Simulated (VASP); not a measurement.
# SiC (F-43m) in VASP: a series of runs, part 2 of 2

VASP 6.6.1.

**3. Single point, r2SCAN**

Contents of POSCAR:

```
SiC
1.0
    0.0000000000      2.1790000000      2.1790000000
    2.1790000000      0.0000000000      2.1790000000
    2.1790000000      2.1790000000      0.0000000000
Si C
1 1
Direct
    0.0000000000      0.0000000000      0.0000000000
    0.7500000000      0.7500000000      0.7500000000
```

Contents of INCAR.step1:

```
ALGO = Normal
EDIFF = 1E-5
ENCUT = 660
GGA = PE
GGA_COMPAT = False
ISMEAR = 0
LASPH = True
LCHARG = False
LREAL = False
LWAVE = True
NBANDS = 11
NELM = 120
PREC = Accurate
SIGMA = 0.01
```

Contents of INCAR.step2:

```
ALGO = Normal
EDIFF = 1E-6
ENCUT = 660
GGA_COMPAT = False
ISIF = 2
ISMEAR = 0
ISTART = 1
LASPH = True
LCHARG = True
LELF = True
LMIXTAU = True
LREAL = False
LVHAR = True
LWAVE = False
METAGGA = R2SCAN
NBANDS = 11
NELM = 120
PREC = Accurate
SIGMA = 0.01
```

Contents of KPOINTS:

```
k-points
0
Gamma
  8 8 8
```

Potentials or basis: VASP PAW PBE potentials, release 64 (Si, C).

Command:

```
> cat potpaw_PBE.64/Si/POTCAR potpaw_PBE.64/C/POTCAR > POTCAR
> cp INCAR.step1 INCAR
> mpirun -np 1 vasp_std > vasp.out
> cp INCAR.step2 INCAR
> mpirun -np 1 vasp_std > vasp.out
```

OUTCAR:

```text
EDIFF = 1E-6
   ENCUT = 660
   ISIF = 2
   ISMEAR = 0
   ISTART = 1
   LASPH = True
   LREAL = False
   METAGGA = R2SCAN
   NELM = 120
   PREC = Accurate

 ion  position               nearest neighbor table
   1  0.000  0.000  0.000-   2 1.89   2 1.89   2 1.89   2 1.89
   2  0.750  0.750  0.750-   1 1.89   1 1.89   1 1.89   1 1.89

  LATTYP: Found a face centered cubic cell.
 ALAT       =     4.3580000000

  Lattice vectors:

 A1 = (   0.0000000000,   2.1790000000,   2.1790000000)
 A2 = (   2.1790000000,   0.0000000000,   2.1790000000)
 A3 = (   2.1790000000,   2.1790000000,   0.0000000000)

Analysis of symmetry for initial positions (statically):
=====================================================================
 Subroutine PRICEL returns:
 Original cell was already a primitive cell.

 Routine SETGRP: Setting up the symmetry group for a
 face centered cubic supercell.

 Subroutine GETGRP returns: Found 24 space group operations
 (whereof 24 operations were pure point group operations)
 out of a pool of 48 trial point group operations.

The static configuration has the point symmetry T_d .

Analysis of symmetry for dynamics (positions and initial velocities):
=====================================================================
 Subroutine PRICEL returns:
 Original cell was already a primitive cell.

 Routine SETGRP: Setting up the symmetry group for a
 face centered cubic supercell.

 Subroutine GETGRP returns: Found 24 space group operations
 (whereof 24 operations were pure point group operations)
 out of a pool of 48 trial point group operations.

The dynamic configuration has the point symmetry T_d .

 Subroutine INISYM returns: Found 24 space group operations
 (whereof 24 operations are pure point group operations),
 and found     1 'primitive' translations

----------------------------------------------------------------------------------------

                                     Primitive cell

  volume of cell :      20.6920

  direct lattice vectors                    reciprocal lattice vectors
     0.000000000  2.179000000  2.179000000    -0.229463056  0.229463056  0.229463056
     2.179000000  0.000000000  2.179000000     0.229463056 -0.229463056  0.229463056
     2.179000000  2.179000000  0.000000000     0.229463056  0.229463056 -0.229463056

  length of vectors
     3.081571352  3.081571352  3.081571352     0.397441672  0.397441672  0.397441672

  position of ions in fractional coordinates (direct lattice)
     0.000000000  0.000000000  0.000000000
     0.750000000  0.750000000  0.750000000

  ion indices of the primitive-cell ions
   primitive index   ion index
                 1           1
                 2           2

----------------------------------------------------------------------------------------

 KPOINTS: k-points

Automatic generation of k-mesh.
 Grid dimensions read from file:
 generate k-points for:    8    8    8

 Generating k-lattice:

  Cartesian coordinates                     Fractional coordinates (reciprocal lattice)
    -0.028682882  0.028682882  0.028682882     0.125000000  0.000000000  0.000000000
     0.028682882 -0.028682882  0.028682882     0.000000000  0.125000000  0.000000000
     0.028682882  0.028682882 -0.028682882     0.000000000  0.000000000  0.125000000

[... 38 lines left out ...]
   k-points           NKPTS =     29   k-points in BZ     NKDIM =     29   number of bands    NBANDS=     11
   number of dos      NEDOS =    301   number of ions     NIONS =      2
   total plane-waves  NPLWV =  21952
   dimension x,y,z NGX =    28 NGY =   28 NGZ =   28
   dimension x,y,z NGXF=    56 NGYF=   56 NGZF=   56
   ions per type =               1   1
   NGX,Y,Z   is equivalent  to a cutoff of  15.11, 15.11, 15.11 a.u.
   NGXF,Y,Z  is equivalent  to a cutoff of  30.21, 30.21, 30.21 a.u.
 SYSTEM =  unknown system
   PREC   = accura    normal or accurate (medium, high low for compatibility)
   ISTART =      1    job   : 0-new  1-cont  2-samecut
   ICHARG =      0    charge: 1-file 2-atom 10-const
   ISPIN  =      1    spin polarized calculation?
   LNONCOLLINEAR =      F non collinear calculations
   LSORBIT =      F    spin-orbit coupling
   LASPH  =      T    aspherical Exc in radial PAW
   ENCUT  =  660.0 eV  48.51 Ry    6.96 a.u.   6.46  6.46  6.46*2*pi/ulx,y,z
   NELM   =    120;   NELMIN=  2; NELMDL=  0     # of ELM steps
   EDIFF  = 0.1E-05   stopping-criterion for ELM
   LREAL  =      F    real-space projection
   EDIFFG = 0.1E-04   stopping-criterion for IOM
   NSW    =      0    number of steps for IOM
   IBRION =     -1    ionic relax: 0-MD 1-quasi-New 2-CG
   NFREE  =      0    steps in history (QN), initial steepest desc. (CG)
   ISIF   =      2    stress and relaxation
   ISYM   =      2    0-nonsym 1-usesym 2-fastsym
   POTIM  = 0.5000    time-step for ionic-motion
   TEBEG  =    0.0;   TEEND  =   0.0 temperature during run
   PSTRESS=    0.0 pullay stress
   NELECT =       8.0000    total number of electrons
   NUPDOWN=      -1.0000    fix difference up-down
   EMIN   =  10.00;   EMAX   =-10.00  energy-range for DOS
   EFERMI =   0.00;   METHOD = LEGACY
   ISMEAR =     0;   SIGMA  =   0.01  broadening in eV -4-tet -1-fermi 0-gaus
   EFERMI_NEDOS =   21; number of points for ismear=-14 and -15
   IALGO  =     38    algorithm
   IMIX   =      4    mixing-type and parameters
     AMIX     =   0.40;   BMIX     =  1.00
     AMIX_MAG =   1.60;   BMIX_MAG =  1.00
  volume/ion in A,a.u.               =      10.35        69.82
  Fermi-wavevector in a.u.,A,eV,Ry     =   1.192626  2.253736 19.352338  1.422357
  Thomas-Fermi vector in A             =   2.328660
   LORBIT       =      0    0 simple, 1 ext, 2 COOP (PROOUT), +10 PAW based schemes
   METAGGA = R2SCAN    functional components
   LHFCALC =     F    Hartree Fock is set to
   AEXX    =    0.0000 exact exchange contribution
   IVDW    =     0    specifies the selected vdW correction
   LEPSILON=     F    determine dielectric tensor
   LRPA    =     F    only Hartree local field effects (RPA)
 non-spin polarized calculation
 Gauss-broadening in eV      SIGMA  =   0.01
  energy-cutoff  :      660.00
  volume of cell :       20.69
 maximum number of plane-waves:       821
 NGX is ok and might be reduce to    28
   NGX = 13   NGY = 13   NGZ = 13

 number of electron       8.0000000 magnetization

 Free energy of the ion-electron system (eV)
  ---------------------------------------------------
  ext. energy  EPLUGINS =         0.00000000
  ---------------------------------------------------
  free energy    TOTEN  =       -19.33056984 eV

  energy without entropy =      -19.33056984  energy(sigma->0) =      -19.33056984

 E-fermi :   8.0833     XC(G=0): -11.9338

 val. band max:        7.9809868442   @ k =   0.0000   0.0000   0.0000
 cond. band min:       9.7074427012   @ k =   0.5000   0.5000   0.0000
 fundamental gap:      1.7264558570
 Fermi energy:         8.0833361231

 k-point     1 :       0.0000    0.0000    0.0000
  band No.  band energies     occupation
      1      -8.1974      2.00000
      2       7.9810      2.00000
      3       7.9810      2.00000
      4       7.9810      2.00000
      5      14.8158      0.00000
      6      15.8317      0.00000
      7      15.8317      0.00000
      8      15.8317      0.00000
      9      23.1911      0.00000
     10      23.1911      0.00000
     11      25.7449      0.00000
[... 309 lines left out ...]
 k-point    24 :      -0.3750    0.2500    0.1250
  band No.  band energies     occupation
      1      -3.9128      2.00000
      2      -0.1021      2.00000
      3       4.1330      2.00000
      4       5.6368      2.00000
      5      13.7608      0.00000
      6      15.8427      0.00000
      7      18.8839      0.00000
      8      19.8361      0.00000
      9      22.3208      0.00000
     10      25.2371      0.00000
     11      28.5221      0.00000

 [... further k-points ...]

------------------------ aborting loop because EDIFF is reached ----------------------------------------

  FORCE on cell =-STRESS in cart. coord.  units (eV):
  Direction    XX          YY          ZZ          XY          YZ          ZX
  --------------------------------------------------------------------------------------
  -------------------------------------------------------------------------------------
  Total       -0.0834814     -0.0834814     -0.0834814     -0.0000000     -0.0000000      0.0000000
  in kB       -6.4639625     -6.4639625     -6.4639625     -0.0000000     -0.0000000      0.0000000
  external PRESSURE =      -6.4639625 kB  Pullay stress =       0.0000000 kB

 VOLUME and BASIS-vectors are now :
 -----------------------------------------------------------------------------
  energy-cutoff  :      660.00
  volume of cell :       20.69
      direct lattice vectors                 reciprocal lattice vectors
     0.000000000  2.179000000  2.179000000    -0.229463056  0.229463056  0.229463056
     2.179000000  0.000000000  2.179000000     0.229463056 -0.229463056  0.229463056
     2.179000000  2.179000000  0.000000000     0.229463056  0.229463056 -0.229463056

 POSITION                                       TOTAL-FORCE (eV/Angst)
 -----------------------------------------------------------------------------------
      0.00000      0.00000      0.00000         0.000000      0.000000      0.000000
      3.26850      3.26850      3.26850        -0.000000     -0.000000     -0.000000
 -----------------------------------------------------------------------------------
    total drift:                                0.000000      0.000000      0.000000

  FREE ENERGIE OF THE ION-ELECTRON SYSTEM (eV)
  ---------------------------------------------------
  free  energy   TOTEN  =       -19.3305698367 eV

  energy  without entropy=      -19.3305698367  energy(sigma->0) =      -19.33056984
```

Wall time 21 s (1 thread of Intel Xeon 6975P-C (Granite Rapids), shared host); peak memory 0.15 GiB.

Results:

```yaml
Free_energy: -19.3306 eV
Pressure: -0.6 GPa
Band_gap_on_the_k_mesh: 1.73 eV (least direct gap 5.06 eV)
```

Caveat: the PAW data sets were made with another functional, which shifts forces and pressure a little.

**4. Against experiment**

Step 2. Measured gap of SiC: 2.4 eV (indirect; quoted in “Insight into the structural, elastic and electronic properties of a new orthorhombic 6O-SiC polytype”, 2020, pmc:7200658). This calculation gives 1.73 eV (-0.67 eV). The value is that of r2SCAN on a finite k mesh, which can miss the band edges, without temperature or zero-point motion.

Step 3. A measured gap of SiC is 2.4 eV (indirect; quoted in “Insight into the structural, elastic and electronic properties of a new orthorhombic 6O-SiC polytype”, 2020, pmc:7200658); the calculated 1.73 eV misses it by -0.67 eV. The value is that of r2SCAN on a finite k mesh, which can miss the band edges, without temperature or zero-point motion.
